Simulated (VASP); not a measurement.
Input of a VASP 6.6.1 run:

The input INCAR:

```
PREC = Accurate
ENCUT = 520
EDIFF = 1E-6
ISMEAR = 0
SIGMA = 0.02
LREAL = F
LASPH = T
NELM = 100
ALGO = Normal
ISIF = 2
LWAVE = F
LCHARG = T
GGA = PS
LELF = T
LVHAR = T
NBANDS = 23
```

KPOINTS

```
regular mesh
0
Gamma
  8 8 8
```

File POSCAR:

```
MgO2
1.0
   -1.9589602312      1.9589602312      2.2954480728
    1.9589602312     -1.9589602312      2.2954480728
    1.9589602312      1.9589602312     -2.2954480728
Mg O
2 4
Direct
    0.2500000000      0.2500000000      0.0000000000
    0.7500000000      0.7500000000      0.0000000000
    0.1240723496      0.6240723496      0.7481446992
    0.6240723496      0.8759276504      0.5000000000
    0.8759276504      0.3759276504      0.2518553008
    0.3759276504      0.1240723496      0.5000000000
```

Potentials or basis: VASP PAW PBE potentials, release 64 (Mg, O).

Launch:

```sh
$ cat potpaw_PBE.64/Mg/POTCAR potpaw_PBE.64/O/POTCAR > POTCAR
$ mpirun -np 1 vasp_std > vasp.out
```

Task: Estimate the band gap on the k mesh.

Result: 4.05 eV, indirect (least direct gap 5.12 eV).

Task: What does it give for the largest force?

Result: 0.286 eV/Å.

Task: Predict the pressure.

Result: 132.0 GPa.

Stress tensor (GPa, compression positive):
```
132.44   0.00   0.00
  0.00 132.44   0.00
  0.00   0.00 131.21
```

Caveat: the PAW data sets were made with another functional, which shifts forces and pressure a little. PBEsol gaps usually lie below the measured ones, often by a third to a half.
